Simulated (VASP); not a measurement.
# Al30Ga (a cell with a defect) in VASP: further runs

Al30Ga (a cell with a defect) is run at these levels: PBEsol; tasks: single point.

Program: VASP 6.6.1. These are calculated values, not measurements. Logs are shortened: lines on timing, memory, paths and dates and some standing lists are left out, and cuts for length are marked.

### 1 The cell of the first run

The cell holds a defect, 31 atoms: a = 8.100 Å, b = 8.100 Å, c = 8.100 Å, α = 90.00°, β = 90.00°, γ = 90.00°.

### 2 Single point, PBEsol

Contents of INCAR:

```
SYSTEM = Al30Ga
PREC = Accurate
ENCUT = 520
EDIFF = 1E-7
ISMEAR = 0
SIGMA = 0.15
LREAL = Auto
LASPH = .TRUE.
NELM = 60
ALGO = Normal
ISIF = 2
LWAVE = .FALSE.
LCHARG = .FALSE.
GGA = PS
NBANDS = 72
```

Contents of KPOINTS:

```
regular mesh
0
G
  3 3 3
  0 0 0
```

Contents of POSCAR:

```
Al30Ga
1.0
    8.1000000000      0.0000000000      0.0000000000
    0.0000000000      8.1000000000      0.0000000000
    0.0000000000      0.0000000000      8.1000000000
Al Ga
30 1
Direct
    0.5012024691      0.0015576543      0.0000000000
    0.7492050617      0.0013560494      0.2486135802
    0.2508293827      0.2506516049      0.0000000000
    0.5021901235      0.4978098765      0.0000000000
    0.7493483951      0.7491706173      0.0000000000
    0.2502011111     -0.0009919753      0.2511035802
    0.5023458025      0.2498625926      0.2481933333
    0.7501374074      0.4976541975      0.2481933333
    0.4985882716     -0.0012902469      0.5000000000
    0.7498064198      0.2501935802      0.5000000000
    0.7492050617      0.0013560494      0.7513864198
   -0.0015576543      0.4987975309      0.0000000000
    0.2500480247      0.7499519753      0.0000000000
   -0.0013560494      0.2507949383      0.2486135802
    0.2506516049      0.5011001235      0.2512851852
    0.4988998765      0.7493483951      0.2512851852
    0.0011182716     -0.0011182716      0.5000000000
    0.2507974074      0.2502964198      0.5000000000
    0.4994158025      0.5005841975      0.5000000000
    0.7497035802      0.7492025926      0.5000000000
    0.2502011111     -0.0009919753      0.7488964198
    0.5023458025      0.2498625926      0.7518066667
    0.7501374074      0.4976541975      0.7518066667
    0.0009919753      0.7497988889      0.2511035802
    0.0012902469      0.5014117284      0.5000000000
    0.2501092593      0.7498907407      0.5000000000
   -0.0013560494      0.2507949383      0.7513864198
    0.2506516049      0.5011001235      0.7487148148
    0.4988998765      0.7493483951      0.7487148148
    0.0009919753      0.7497988889      0.7488964198
    0.9949562963      0.0050437037      0.0000000000
```

Potentials or basis: VASP PAW PBE potentials, release 64 (Al, Ga_d).

Command:

```
$ cat potpaw_PBE.64/Al/POTCAR potpaw_PBE.64/Ga_d/POTCAR > POTCAR
$ mpirun -np 1 vasp_std > vasp.out
```

OUTCAR:

```text
SYSTEM = Al30Ga
   PREC = Accurate
   ENCUT = 520
   EDIFF = 1E-7
   ISMEAR = 0
   LREAL = Auto
   LASPH = .TRUE.
   NELM = 60
   ISIF = 2
   GGA = PS

 ion  position               nearest neighbor table
   1  0.501  0.002  0.000-   7 2.84  22 2.84  11 2.84   2 2.84   3 2.86   5 2.87  21 2.88   6 2.88
                            13 2.88  16 2.88  29 2.88
   2  0.749  0.001  0.249-  31 2.83   7 2.84   1 2.84  14 2.86  10 2.87   5 2.87   9 2.88  16 2.88
                            17 2.88  24 2.88  20 2.88
   3  0.251  0.251  0.000-   4 2.86   1 2.86   7 2.86  22 2.86  12 2.87  14 2.87  27 2.87  31 2.87
                            28 2.87  15 2.87   6 2.88  21 2.88
   4  0.502  0.498  0.000-   7 2.84   8 2.84  22 2.84  23 2.84   3 2.86   5 2.86  15 2.88  16 2.88
                            28 2.88  29 2.88  13 2.89
   5  0.749  0.749  0.000-   4 2.86  12 2.86   8 2.86  23 2.86   1 2.87   2 2.87  11 2.87  31 2.87
                            29 2.87  16 2.87  30 2.88  24 2.88
   6  0.250  0.999  0.251-   9 2.85  17 2.85  26 2.85  16 2.85  24 2.85  13 2.86  18 2.86   1 2.88
                             3 2.88   7 2.88  14 2.88  31 2.90
   7  0.502  0.250  0.248-   2 2.84   8 2.84   4 2.84   1 2.84  10 2.86   3 2.86  19 2.88  15 2.88
                             9 2.88   6 2.88  18 2.88
   8  0.750  0.498  0.248-  14 2.84   7 2.84   4 2.84  12 2.84  10 2.86   5 2.86  19 2.88  16 2.88
                            25 2.88  24 2.88  20 2.88
   9  0.499  0.999  0.500-   6 2.85  21 2.85  26 2.85  16 2.85  29 2.85  18 2.86  20 2.87   2 2.88
[... 31 lines left out ...]
  25  0.001  0.501  0.500-  24 2.85  30 2.85  26 2.85  28 2.85  15 2.85  20 2.86  18 2.87  14 2.88
                            27 2.88  10 2.88  23 2.88   8 2.88
  26  0.250  0.750  0.500-   9 2.85  25 2.85  16 2.85  15 2.85  28 2.85  29 2.85  17 2.85   6 2.85
                            21 2.85  24 2.85  30 2.85  19 2.86
  27  0.999  0.251  0.751-  31 2.83  23 2.84  12 2.84  11 2.86  10 2.87   3 2.87  25 2.88  28 2.88
                            17 2.88  21 2.88  18 2.88
  28  0.251  0.501  0.749-  29 2.84  19 2.85  26 2.85  25 2.85  30 2.85  18 2.86  13 2.86   3 2.87
                            27 2.88   4 2.88  22 2.88  12 2.88
  29  0.499  0.749  0.749-  28 2.84  19 2.85  26 2.85   9 2.85  21 2.85  20 2.86  13 2.86   5 2.87
                            11 2.88   4 2.88  23 2.88   1 2.88
  30  0.001  0.750  0.749-  25 2.85  17 2.85  26 2.85  28 2.85  21 2.85  13 2.86  20 2.86  12 2.88
                             5 2.88  23 2.88  11 2.88  31 2.90
  31  0.995  0.005  0.000-   2 2.83  11 2.83  14 2.83  27 2.83   5 2.87   3 2.87  21 2.90  24 2.90
                             6 2.90  30 2.90  13 2.92

  LATTYP: Found a simple cubic cell.
 ALAT       =     8.1000000000

  Lattice vectors:

 A1 = (   8.1000000000,   0.0000000000,   0.0000000000)
 A2 = (   0.0000000000,   8.1000000000,   0.0000000000)
 A3 = (   0.0000000000,   0.0000000000,   8.1000000000)
[... 178 lines left out ...]
   PSTRESS=    0.0 pullay stress
   NELECT =     103.0000    total number of electrons
   NUPDOWN=      -1.0000    fix difference up-down
   EMIN   =  10.00;   EMAX   =-10.00  energy-range for DOS
   EFERMI =   0.00;   METHOD = LEGACY
   ISMEAR =     0;   SIGMA  =   0.15  broadening in eV -4-tet -1-fermi 0-gaus
   EFERMI_NEDOS =   21; number of points for ismear=-14 and -15
   IALGO  =     38    algorithm
   IMIX   =      4    mixing-type and parameters
     AMIX     =   0.40;   BMIX     =  1.00
     AMIX_MAG =   1.60;   BMIX_MAG =  1.00
  volume/ion in A,a.u.               =      17.14       115.69
  Fermi-wavevector in a.u.,A,eV,Ry     =   0.947405  1.790335 12.212259  0.897576
  Thomas-Fermi vector in A             =   2.075495
   LORBIT       =      0    0 simple, 1 ext, 2 COOP (PROOUT), +10 PAW based schemes
   GGA     = PS    functional components
   LHFCALC =     F    Hartree Fock is set to
   AEXX    =    0.0000 exact exchange contribution
   IVDW    =     0    specifies the selected vdW correction
   LEPSILON=     F    determine dielectric tensor
   LRPA    =     F    only Hartree local field effects (RPA)
 non-spin polarized calculation
 Gauss-broadening in eV      SIGMA  =   0.15
  energy-cutoff  :      520.00
  volume of cell :      531.44
 maximum number of plane-waves:     14358
   NGX = 31   NGY = 31   NGZ = 31

 number of electron     102.9999997 magnetization

 Free energy of the ion-electron system (eV)
  ---------------------------------------------------
  ext. energy  EPLUGINS =         0.00000000
  ---------------------------------------------------
  free energy    TOTEN  =      -125.79581600 eV

  energy without entropy =     -125.69165242  energy(sigma->0) =     -125.74373421

 E-fermi :   7.3648     XC(G=0): -10.1401

 val. band max:        7.3283005504   @ k =  -0.3333   0.3333   0.3333
 cond. band min:       7.3676460023   @ k =   0.3333   0.3333   0.3333
 fundamental gap:      0.0393454519
 Fermi energy:         7.3648187639

 k-point     1 :       0.0000    0.0000    0.0000
  band No.  band energies     occupation
      1      -7.3642      2.00000
      2      -7.3609      2.00000
      3      -7.3585      2.00000
      4      -7.3496      2.00000
      5      -7.3399      2.00000
      6      -3.4913      2.00000
[... 517 lines left out ...]
     62       9.2004      0.00000
     63       9.4440      0.00000
 [bands above 63 left out]

------------------------ aborting loop because EDIFF is reached ----------------------------------------

  FORCE on cell =-STRESS in cart. coord.  units (eV):
  Direction    XX          YY          ZZ          XY          YZ          ZX
  --------------------------------------------------------------------------------------
  -------------------------------------------------------------------------------------
  Total       -8.0029984     -8.0029984     -8.7206256      0.4909392      0.0000000      0.0000000
  in kB      -24.1272741    -24.1272741    -26.2907615      1.4800734      0.0000000      0.0000000
  external PRESSURE =     -24.8484365 kB  Pullay stress =       0.0000000 kB

 VOLUME and BASIS-vectors are now :
 -----------------------------------------------------------------------------
  energy-cutoff  :      520.00
  volume of cell :      531.44
      direct lattice vectors                 reciprocal lattice vectors
     8.100000000  0.000000000  0.000000000     0.123456790  0.000000000  0.000000000
     0.000000000  8.100000000  0.000000000     0.000000000  0.123456790  0.000000000
     0.000000000  0.000000000  8.100000000     0.000000000  0.000000000  0.123456790

 POSITION                                       TOTAL-FORCE (eV/Angst)
 -----------------------------------------------------------------------------------
      4.05974      0.01262      0.00000        -0.000799      0.004835      0.000000
      6.06856      0.01098      2.01377        -0.002412      0.000996     -0.003618
      2.03172      2.03028      0.00000         0.007039      0.003002      0.000000
      4.06774      4.03226      0.00000         0.004023     -0.004023      0.000000
      6.06972      6.06828      0.00000        -0.003002     -0.007039      0.000000
      2.02663      8.09197      2.03394        -0.001006     -0.006772      0.000401
[... 23 lines left out ...]
      0.00803      6.07337      6.06606         0.006772      0.001006     -0.000401
      8.05915      0.04085      0.00000        -0.013012      0.013012      0.000000
 -----------------------------------------------------------------------------------
    total drift:                                0.010761     -0.010761      0.000000

  FREE ENERGIE OF THE ION-ELECTRON SYSTEM (eV)
  ---------------------------------------------------
  free  energy   TOTEN  =      -125.7958159972 eV

  energy  without entropy=     -125.6916524198  energy(sigma->0) =     -125.74373421
```

Wall time 12 min (1 thread of Intel Xeon 8259CL, shared host); peak memory 0.58 GiB.

Results:

| Property | Result |
| --- | --- |
| Free energy | -125.7958 eV |
| Pressure | -2.5 GPa |
| Largest force | 0.018 eV/Å |
| Band gap on the k mesh | zero (an odd number of electrons rules out a gap without spin polarisation) |

Forces in eV/Å, atoms in the order of the input:
```
Al  -0.001  0.005  0.000
Al  -0.002  0.001 -0.004
Al   0.007  0.003  0.000
Al   0.004 -0.004  0.000
Al  -0.003 -0.007  0.000
Al  -0.001 -0.007  0.000
Al   0.006  0.000 -0.003
Al   0.000 -0.006 -0.003
Al  -0.007 -0.003  0.000
Al   0.001 -0.001  0.000
Al  -0.002  0.001  0.004
Al  -0.005  0.001  0.000
Al  -0.006  0.006  0.000
Al  -0.001  0.002 -0.004
Al   0.002  0.001  0.004
Al  -0.001 -0.002  0.004
Al   0.002 -0.002  0.000
Al   0.006  0.004  0.000
Al  -0.001  0.001  0.000
Al  -0.004 -0.006  0.000
Al  -0.001 -0.007  0.000
Al   0.006  0.000  0.003
Al   0.000 -0.006  0.003
Al   0.007  0.001  0.000
Al   0.003  0.007  0.000
Al  -0.001  0.001  0.000
Al  -0.001  0.002  0.004
Al   0.002  0.001 -0.004
Al  -0.001 -0.002 -0.004
Al   0.007  0.001  0.000
Ga  -0.013  0.013  0.000
```

Stress tensor (GPa, compression positive):
```
-2.41  0.15  0.00
 0.15 -2.41  0.00
 0.00  0.00 -2.63
```

Levels at points of the mesh, in eV from the Fermi level:
| k point | band 49 | band 50 | band 51 | band 52 | band 53 | band 54 | band 55 | band 56 |
| --- | --- | --- | --- | --- | --- | --- | --- | --- |
| (0.00, 0.00, 0.00) | -0.26 | -0.24 | 0.41 | 0.49 | 0.49 | 0.53 | 0.57 | 0.61 |

Caveat: the PAW data sets were made with another functional, which shifts forces and pressure a little.

### 3 Single point, PBEsol

Contents of INCAR:

```
SYSTEM = Al30Ga
PREC = Accurate ; ENCUT = 520
EDIFF = 1E-6 ; ISMEAR = 0
SIGMA = 0.15 ; LREAL = Auto
LASPH = .True. ; NELM = 60
ALGO = Normal ; ISIF = 2
LWAVE = .False. ; LCHARG = .False.
GGA = PS ; NBANDS = 72
```

Contents of KPOINTS:

```
Automatic mesh
0
Gamma
  3 3 3
  0 0 0
```

Contents of POSCAR:

```
Al30Ga
1.0
    8.1000000000      0.0000000000      0.0000000000
    0.0000000000      8.1000000000      0.0000000000
    0.0000000000      0.0000000000      8.1000000000
Al Ga
30 1
Direct
    0.5018006173      0.0004669136      0.0006900000
    0.7493248148     -0.0057381481      0.2582037037
    0.2481680247      0.2481700000      0.0007150617
    0.5015841975      0.4980481481      0.0007133333
    0.7512825926      0.7512882716      0.0006854321
    0.2478575309     -0.0006044444      0.2477656790
    0.5035555556      0.2508501235      0.2474248148
    0.7487680247      0.4961097531      0.2475680247
    0.4966562963     -0.0008280247      0.5006696296
    0.7487640741      0.2508155556      0.5006944444
    0.7492801235     -0.0058285185      0.7430801235
   -0.0009496296      0.4977079012      0.0007285185
    0.2484891358      0.7512848148      0.0006980247
    0.0055622222      0.2504358025      0.2586737037
    0.2511441975      0.5008144444      0.2520822222
    0.4988359259      0.7485620988      0.2521404938
    0.0017098765     -0.0022277778      0.5006941975
    0.2576143210      0.2510838272      0.5007160494
    0.5000259259      0.4995917284      0.5007160494
    0.7486141975      0.7423525926      0.5006523457
    0.2478811111     -0.0006106173      0.7536096296
    0.5035734568      0.2508092593      0.7539834568
    0.7487755556      0.4961234568      0.7538079012
    0.0002044444      0.7517887654      0.2476254321
    0.0004891358      0.5032330864      0.5007356790
    0.2491240741      0.7504056790      0.5007038272
    0.0055269136      0.2503588889      0.7427612346
    0.2511222222      0.5007461728      0.7493683951
    0.4988372840      0.7485255556      0.7492359259
    0.0001934568      0.7517670370      0.7537725926
    0.7941404938      0.2058337037      0.0005958025
```

Potentials or basis: VASP PAW PBE potentials, release 64 (Al, Ga_d).

Command:

```
$ cat potpaw_PBE.64/Al/POTCAR potpaw_PBE.64/Ga_d/POTCAR > POTCAR
$ mpirun -np 1 vasp_std > vasp.out
```

It took 5.7 min on 1 thread of Intel Xeon 6975P-C (Granite Rapids), shared host; peak memory 0.66 GiB.

The run converged. Its results:

| Item | Value |
| --- | --- |
| Free energy | -125.6802 eV |
| Pressure | -2.4 GPa |
| Largest force | 0.421 eV/Å |
| Band gap on the k mesh | zero (an odd number of electrons rules out a gap without spin polarisation) |

Forces in eV/Å, atoms in the order of the input:
```
Al   0.002 -0.021  0.001
Al   0.032  0.001 -0.042
Al   0.014 -0.004  0.000
Al   0.013 -0.015  0.000
Al   0.006 -0.012  0.003
Al   0.008 -0.006 -0.003
Al   0.009 -0.012  0.002
Al   0.013 -0.008  0.001
Al   0.023 -0.007 -0.001
Al   0.004 -0.004  0.002
Al   0.034  0.003  0.042
Al   0.025  0.004  0.001
Al   0.003 -0.008  0.001
Al  -0.003 -0.033 -0.049
Al   0.012 -0.007  0.004
Al   0.007 -0.014  0.006
Al   0.013 -0.011  0.001
Al  -0.004 -0.007 -0.001
Al   0.012 -0.011  0.005
Al   0.005 -0.001  0.000
Al   0.008 -0.005 -0.001
Al   0.008 -0.011 -0.006
Al   0.012 -0.008 -0.005
Al   0.006 -0.010 -0.003
Al   0.007 -0.026 -0.003
Al   0.006 -0.004  0.005
Al  -0.003 -0.031  0.048
Al   0.014 -0.004 -0.005
Al   0.005 -0.014 -0.005
Al   0.006 -0.010  0.001
Ga  -0.298  0.297  0.002
```

Stress tensor (GPa, compression positive):
```
-2.41  0.24  0.00
 0.24 -2.41  0.00
 0.00  0.00 -2.29
```

Levels at points of the mesh, in eV from the Fermi level:
| k point | band 50 | band 51 | band 52 | band 53 | band 54 | band 55 |
| --- | --- | --- | --- | --- | --- | --- |
| (0.00, 0.00, 0.00) | -0.28 | 0.36 | 0.49 | 0.52 | 0.54 | 0.56 |

Caveat: the PAW data sets were made with another functional, which shifts forces and pressure a little.

[end of part 1 of 2]
